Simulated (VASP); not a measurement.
# SiP7 (P4mm) in VASP: single point with PBE

Aim: the single point of SiP7 with PBE.

Everything below comes from runs of VASP 6.6.1. Logs are shortened: lines on timing, memory, paths and dates and some standing lists are left out, and cuts for length are marked.

## (1) The cell of the first run

It takes space group P4mm (No. 99, tetragonal). Conventional cell: a = 4.589 Å, b = 4.589 Å, c = 7.084 Å, α = 90.00°, β = 90.00°, γ = 90.00°. Within 3.0 Å of Si (site symmetry 4mm) lie 5 P at 2.25 to 2.31 Å. P (site symmetry 2mm) has 2 P at 2.25 to 2.28 Å within 3.0 Å. Within 3.0 Å of P (site symmetry 2mm) lie 2 P at 2.25 to 2.56 Å and 2 Si at 2.31 Å. Within 3.0 Å of P (site symmetry 2mm) lie 4 P at 2.28 to 2.56 Å. P (site symmetry 4mm) has 1 Si at 2.25 Å and 4 P at 2.29 Å within 3.0 Å.

## (2) Single point, PBE

INCAR

```
SYSTEM = SiP7
  ALGO = Normal
  EDIFF = 1E-6
  ENCUT = 500
  GGA = PE
  GGA_COMPAT = .False.
  ISIF = 2
  ISMEAR = 0
  LASPH = .True.
  LCHARG = .False.
  LREAL = .False.
  LWAVE = .False.
  NBANDS = 30
  NELM = 120
  PREC = Accurate
  SIGMA = 0.2
```

KPOINTS

```
k-points
0
Gamma
  3 3 3
  0 0 0
```

POSCAR

```
SiP7
1.0
    4.5892893544      0.0000000000      0.0000000000
    0.0000000000      4.5892893544      0.0000000000
    0.0000000000      0.0000000000      7.0842076143
Si P
1 7
Direct
    0.0000000000      0.0000000000      0.4360145424
    0.5000000000      0.0000000000      0.7959021998
    0.0000000000      0.5000000000      0.7959021998
    0.5000000000      0.0000000000      0.4787630039
    0.0000000000      0.5000000000      0.4787630039
    0.5000000000      0.0000000000      0.1173326582
    0.0000000000      0.5000000000      0.1173326582
    0.0000000000      0.0000000000      0.1190856138
```

Potentials or basis: VASP PAW PBE potentials, release 64 (Si, P).

Started as:

```sh
$ cat potpaw_PBE.64/Si/POTCAR potpaw_PBE.64/P/POTCAR > POTCAR
$ mpirun -np 1 vasp_std > vasp.out
```

OUTCAR:

```text
SYSTEM = SiP7
   EDIFF = 1E-6
   ENCUT = 500
   GGA = PE
   ISIF = 2
   ISMEAR = 0
   LASPH = .True.
   LREAL = .False.
   NELM = 120
   PREC = Accurate

 ion  position               nearest neighbor table
   1  0.000  0.000  0.436-   8 2.25   5 2.31   4 2.31   5 2.31   4 2.31
   2  0.500  0.000  0.796-   4 2.25   6 2.28
   3  0.000  0.500  0.796-   5 2.25   7 2.28
   4  0.500  0.000  0.479-   2 2.25   1 2.31   1 2.31   6 2.56
   5  0.000  0.500  0.479-   3 2.25   1 2.31   1 2.31   7 2.56
   6  0.500  0.000  0.117-   2 2.28   8 2.29   8 2.29   4 2.56
   7  0.000  0.500  0.117-   3 2.28   8 2.29   8 2.29   5 2.56
   8  0.000  0.000  0.119-   1 2.25   6 2.29   7 2.29   7 2.29   6 2.29

  LATTYP: Found a simple tetragonal cell.
 ALAT       =     4.5892893544
 C/A-ratio  =     1.5436393453

  Lattice vectors:

 A1 = (   4.5892893544,   0.0000000000,   0.0000000000)
 A2 = (   0.0000000000,   4.5892893544,   0.0000000000)
 A3 = (   0.0000000000,   0.0000000000,   7.0842076143)

Analysis of symmetry for initial positions (statically):
=====================================================================
 Subroutine PRICEL returns:
 Original cell was already a primitive cell.

 Routine SETGRP: Setting up the symmetry group for a
 simple tetragonal supercell.

 Subroutine GETGRP returns: Found  8 space group operations
 (whereof  8 operations were pure point group operations)
 out of a pool of 16 trial point group operations.

The static configuration has the point symmetry C_4v.

Analysis of symmetry for dynamics (positions and initial velocities):
=====================================================================
 Subroutine PRICEL returns:
 Original cell was already a primitive cell.

 Routine SETGRP: Setting up the symmetry group for a
 simple tetragonal supercell.

 Subroutine GETGRP returns: Found  8 space group operations
 (whereof  8 operations were pure point group operations)
 out of a pool of 16 trial point group operations.

The dynamic configuration has the point symmetry C_4v.

 Subroutine INISYM returns: Found  8 space group operations
 (whereof  8 operations are pure point group operations),
 and found     1 'primitive' translations

----------------------------------------------------------------------------------------

                                     Primitive cell

  volume of cell :     149.2046

  direct lattice vectors                    reciprocal lattice vectors
     4.589289354  0.000000000  0.000000000     0.217898660  0.000000000  0.000000000
     0.000000000  4.589289354  0.000000000     0.000000000  0.217898660  0.000000000
     0.000000000  0.000000000  7.084207614     0.000000000  0.000000000  0.141159048

  length of vectors
     4.589289354  4.589289354  7.084207614     0.217898660  0.217898660  0.141159048

  position of ions in fractional coordinates (direct lattice)
     0.000000000  0.000000000  0.436014542
     0.500000000  0.000000000  0.795902200
     0.000000000  0.500000000  0.795902200
     0.500000000  0.000000000  0.478763004
     0.000000000  0.500000000  0.478763004
     0.500000000  0.000000000  0.117332658
     0.000000000  0.500000000  0.117332658
     0.000000000  0.000000000  0.119085614

  ion indices of the primitive-cell ions
   primitive index   ion index
                 1           1
                 2           2
                 3           3
                 4           4
                 5           5
                 6           6
                 7           7
                 8           8

----------------------------------------------------------------------------------------

 KPOINTS: k-points

Automatic generation of k-mesh.
 Grid dimensions read from file:
 generate k-points for:    3    3    3

 Generating k-lattice:

  Cartesian coordinates                     Fractional coordinates (reciprocal lattice)
     0.072632887  0.000000000  0.000000000     0.333333333  0.000000000  0.000000000
     0.000000000  0.072632887  0.000000000     0.000000000  0.333333333  0.000000000
     0.000000000  0.000000000  0.047053016     0.000000000  0.000000000  0.333333333

  Length of vectors
     0.072632887  0.072632887  0.047053016

  Shift w.r.t. Gamma in fractional coordinates (k-lattice)
     0.000000000  0.000000000  0.000000000

 Subroutine IBZKPT returns following result:
 ===========================================

 Found      6 irreducible k-points:

 Following reciprocal coordinates:
            Coordinates               Weight
  0.000000  0.000000  0.000000      1.000000
  0.333333  0.000000  0.000000      4.000000
  0.333333  0.333333  0.000000      4.000000
  0.000000  0.000000  0.333333      2.000000
  0.333333  0.000000  0.333333      8.000000
  0.333333  0.333333  0.333333      8.000000
   k-points           NKPTS =      6   k-points in BZ     NKDIM =      6   number of bands    NBANDS=     30
   number of dos      NEDOS =    301   number of ions     NIONS =      8
   total plane-waves  NPLWV =  69984
   dimension x,y,z NGX =    36 NGY =   36 NGZ =   54
   dimension x,y,z NGXF=    72 NGYF=   72 NGZF=  108
   ions per type =               1   7
   NGX,Y,Z   is equivalent  to a cutoff of  13.04, 13.04, 12.67 a.u.
   NGXF,Y,Z  is equivalent  to a cutoff of  26.08, 26.08, 25.34 a.u.
 SYSTEM =  SiP7
   PREC   = accura    normal or accurate (medium, high low for compatibility)
   ISTART =      0    job   : 0-new  1-cont  2-samecut
   ICHARG =      2    charge: 1-file 2-atom 10-const
   ISPIN  =      1    spin polarized calculation?
   LNONCOLLINEAR =      F non collinear calculations
   LSORBIT =      F    spin-orbit coupling
   LASPH  =      T    aspherical Exc in radial PAW
   ENCUT  =  500.0 eV  36.75 Ry    6.06 a.u.   8.37  8.37 12.92*2*pi/ulx,y,z
   NELM   =    120;   NELMIN=  2; NELMDL= -5     # of ELM steps
   EDIFF  = 0.1E-05   stopping-criterion for ELM
   LREAL  =      F    real-space projection
   EDIFFG = 0.1E-04   stopping-criterion for IOM
   NSW    =      0    number of steps for IOM
   IBRION =     -1    ionic relax: 0-MD 1-quasi-New 2-CG
   NFREE  =      0    steps in history (QN), initial steepest desc. (CG)
   ISIF   =      2    stress and relaxation
   ISYM   =      2    0-nonsym 1-usesym 2-fastsym
   POTIM  = 0.5000    time-step for ionic-motion
   TEBEG  =    0.0;   TEEND  =   0.0 temperature during run
   PSTRESS=    0.0 pullay stress
   NELECT =      39.0000    total number of electrons
   NUPDOWN=      -1.0000    fix difference up-down
   EMIN   =  10.00;   EMAX   =-10.00  energy-range for DOS
   EFERMI =   0.00;   METHOD = LEGACY
   ISMEAR =     0;   SIGMA  =   0.20  broadening in eV -4-tet -1-fermi 0-gaus
   EFERMI_NEDOS =   21; number of points for ismear=-14 and -15
   IALGO  =     38    algorithm
   IMIX   =      4    mixing-type and parameters
     AMIX     =   0.40;   BMIX     =  1.00
     AMIX_MAG =   1.60;   BMIX_MAG =  1.00
  volume/ion in A,a.u.               =      18.65       125.86
  Fermi-wavevector in a.u.,A,eV,Ry     =   1.046732  1.978037 14.907204  1.095649
  Thomas-Fermi vector in A             =   2.181583
   LORBIT       =      0    0 simple, 1 ext, 2 COOP (PROOUT), +10 PAW based schemes
   GGA     = PE    functional components
   LHFCALC =     F    Hartree Fock is set to
   AEXX    =    0.0000 exact exchange contribution
   IVDW    =     0    specifies the selected vdW correction
   LEPSILON=     F    determine dielectric tensor
   LRPA    =     F    only Hartree local field effects (RPA)
 non-spin polarized calculation
 Gauss-broadening in eV      SIGMA  =   0.20
  energy-cutoff  :      500.00
  volume of cell :      149.20
 maximum number of plane-waves:      3803
 NGX is ok and might be reduce to    36
   NGX = 17   NGY = 17   NGZ = 25

 number of electron      38.9999997 magnetization

 Free energy of the ion-electron system (eV)
  ---------------------------------------------------
  ext. energy  EPLUGINS =         0.00000000
  ---------------------------------------------------
  free energy    TOTEN  =       -38.52912840 eV

  energy without entropy =      -38.47668606  energy(sigma->0) =      -38.50290723

 E-fermi :   6.0886     XC(G=0):  -9.9553

 val. band max:        5.9509444074   @ k =   0.3333   0.3333   0.0000
 cond. band min:       6.1034240783   @ k =   0.0000   0.0000   0.0000
 fundamental gap:      0.1524796709
 Fermi energy:         6.0886079313

 k-point     1 :       0.0000    0.0000    0.0000
  band No.  band energies     occupation
      1      -8.9848      2.00000
      2      -6.6852      2.00000
      3      -5.2892      2.00000
      4      -5.0731      2.00000
      5      -3.0734      2.00000
      6      -1.9139      2.00000
[... 22 lines left out ...]
     29      11.4794      0.00000
     30      11.4795      0.00000

 k-point     2 :       0.3333    0.0000    0.0000
  band No.  band energies     occupation
      1      -8.4589      2.00000
      2      -6.3762      2.00000
      3      -6.0818      2.00000
      4      -4.6834      2.00000
      5      -4.1532      2.00000
      6      -3.0401      2.00000
[... 22 lines left out ...]
     29      12.1850      0.00000
     30      12.4957      0.00000

 k-point     3 :       0.3333    0.3333    0.0000
  band No.  band energies     occupation
      1      -7.8736      2.00000
      2      -6.4082      2.00000
      3      -5.8332      2.00000
      4      -4.9628      2.00000
      5      -4.2867      2.00000
      6      -3.4540      2.00000
[... 22 lines left out ...]
     29      11.7506      0.00000
     30      12.0171      0.00000

 k-point     4 :       0.0000    0.0000    0.3333
  band No.  band energies     occupation
      1      -8.8302      2.00000
      2      -7.3471      2.00000
      3      -5.0069      2.00000
      4      -4.0698      2.00000
      5      -3.9097      2.00000
      6      -1.2409      2.00000
[... 22 lines left out ...]
     29       9.8869      0.00000
     30      10.7872      0.00000

 k-point     5 :       0.3333    0.0000    0.3333
  band No.  band energies     occupation
      1      -8.3122      2.00000
      2      -6.8279      2.00000
      3      -5.9831      2.00000
      4      -5.1360      2.00000
      5      -3.6295      2.00000
      6      -2.0895      2.00000
[... 22 lines left out ...]
     29      11.3180      0.00000
     30      12.0868      0.00000

 k-point     6 :       0.3333    0.3333    0.3333
  band No.  band energies     occupation
      1      -7.7220      2.00000
      2      -6.3679      2.00000
      3      -6.1131      2.00000
      4      -5.2519      2.00000
      5      -4.8275      2.00000
      6      -2.9965      2.00000
[... 22 lines left out ...]
     29      11.0930      0.00000
     30      11.4993      0.00000

------------------------ aborting loop because EDIFF is reached ----------------------------------------

  FORCE on cell =-STRESS in cart. coord.  units (eV):
  Direction    XX          YY          ZZ          XY          YZ          ZX
  --------------------------------------------------------------------------------------
  -------------------------------------------------------------------------------------
  Total        0.1241770      0.1241770     -0.1336133      0.0000000      0.0000000      0.0000000
  in kB        1.3334278      1.3334278     -1.4347565      0.0000000      0.0000000      0.0000000
  external PRESSURE =       0.4106997 kB  Pullay stress =       0.0000000 kB

 VOLUME and BASIS-vectors are now :
 -----------------------------------------------------------------------------
  energy-cutoff  :      500.00
  volume of cell :      149.20
      direct lattice vectors                 reciprocal lattice vectors
     4.589289354  0.000000000  0.000000000     0.217898660  0.000000000  0.000000000
     0.000000000  4.589289354  0.000000000     0.000000000  0.217898660  0.000000000
     0.000000000  0.000000000  7.084207614     0.000000000  0.000000000  0.141159048

 POSITION                                       TOTAL-FORCE (eV/Angst)
 -----------------------------------------------------------------------------------
      0.00000      0.00000      3.08882        -0.000000      0.000000     -0.076142
      2.29464      0.00000      5.63834        -0.000000     -0.000000      0.009736
      0.00000      2.29464      5.63834        -0.000000      0.000000      0.009736
      2.29464      0.00000      3.39166        -0.000000      0.000000      0.030116
      0.00000      2.29464      3.39166         0.000000      0.000000      0.030116
      2.29464      0.00000      0.83121        -0.000000      0.000000     -0.005971
      0.00000      2.29464      0.83121        -0.000000     -0.000000     -0.005971
      0.00000      0.00000      0.84363         0.000000      0.000000      0.008381
 -----------------------------------------------------------------------------------
    total drift:                               -0.000000     -0.000000      0.000627

  FREE ENERGIE OF THE ION-ELECTRON SYSTEM (eV)
  ---------------------------------------------------
  free  energy   TOTEN  =       -38.5291283975 eV

  energy  without entropy=      -38.4766860567  energy(sigma->0) =      -38.50290723
```

Run time: 28 s. Hardware: 1 thread of Intel Xeon Platinum 8488C (Sapphire Rapids), shared host; peak memory 0.24 GiB.

Results:

```yaml
Free_energy: -38.5291 eV
Pressure: 0.0 GPa
Largest_force: 0.076 eV/Å
```

Forces in eV/Å, atoms in the order of the input:
```
Si   0.000  0.000 -0.076
P    0.000  0.000  0.010
P    0.000  0.000  0.010
P    0.000  0.000  0.030
P    0.000  0.000  0.030
P    0.000  0.000 -0.006
P    0.000  0.000 -0.006
P    0.000  0.000  0.008
```

Caveat: the k points lie up to 0.46 Å⁻¹ apart.
